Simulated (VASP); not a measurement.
Input of a VASP 6.6.1 run:

Contents of INCAR:

```
SYSTEM = SnBi2O5
ALGO     = Normal         ! electronic algorithm
EDIFF    = 1E-6           ! SCF threshold, eV
ENCUT    = 520            ! plane-wave cutoff, eV
GGA      = PE             ! functional
ISIF     = 2              ! what is computed and relaxed
ISMEAR   = 0              ! smearing method
LASPH    = .TRUE.         ! aspherical terms in the spheres
LCHARG   = .FALSE.        ! write CHGCAR
LREAL    = Auto         
LWAVE    = .FALSE.        ! write WAVECAR
NBANDS   = 88             ! bands
NELM     = 100            ! most SCF steps
PREC     = Accurate       ! precision mode
SIGMA    = 0.1            ! smearing width, eV
```

Contents of KPOINTS:

```
k-points
0
G
  4 4 2
  0 0 0
```

Contents of POSCAR:

```
SnBi2O5
1.0
   -3.9942506736      0.6905695277      0.0013746750
    3.0046740823     -6.3030930973      0.0034661826
    0.0040855725      0.0129150645     10.5510814286
Sn Bi O
2 4 10
Direct
    0.0464641820      0.2955810926      0.7500053551
    0.9535278676      0.7044159587      0.2500023445
    0.9901005944      0.7417039039      0.9259944372
    0.9900165509      0.7417100212      0.5740375196
    0.0099463000      0.2582486797      0.4259585180
    0.0099890868      0.2583907823      0.0740259268
    0.2807308429      0.5304278797      0.9142020743
   -0.1980419910      0.0505469269      0.8937240285
    0.2806867484      0.5303754813      0.5858369823
   -0.1979695403      0.0504934417      0.6061577836
    0.6373590277      0.3867971360      0.7499804357
    0.7193024616      0.4696101593      0.4141627378
    1.1979443519      0.9494741338      0.3938629238
    0.7192993838      0.4696062760      0.0857855209
    1.1980549951      0.9494642162      0.1062772888
    0.3625891382      0.6131539106      0.2499861228
```

Potentials or basis: VASP PAW PBE potentials, release 64 (Sn_d, Bi_d, O).

Run with:

```console
$ cat potpaw_PBE.64/Sn_d/POTCAR potpaw_PBE.64/Bi_d/POTCAR potpaw_PBE.64/O/POTCAR > POTCAR
$ mpirun -np 1 vasp_std > vasp.out
```

(1) Estimate the pressure.

(2) Estimate the band gap on the k mesh.

Results:

(1) 0.2 GPa.

(2) 2.26 eV (least direct gap 2.35 eV).

Caveat: spin-orbit coupling is left out, which moves the levels of the heavy elements.
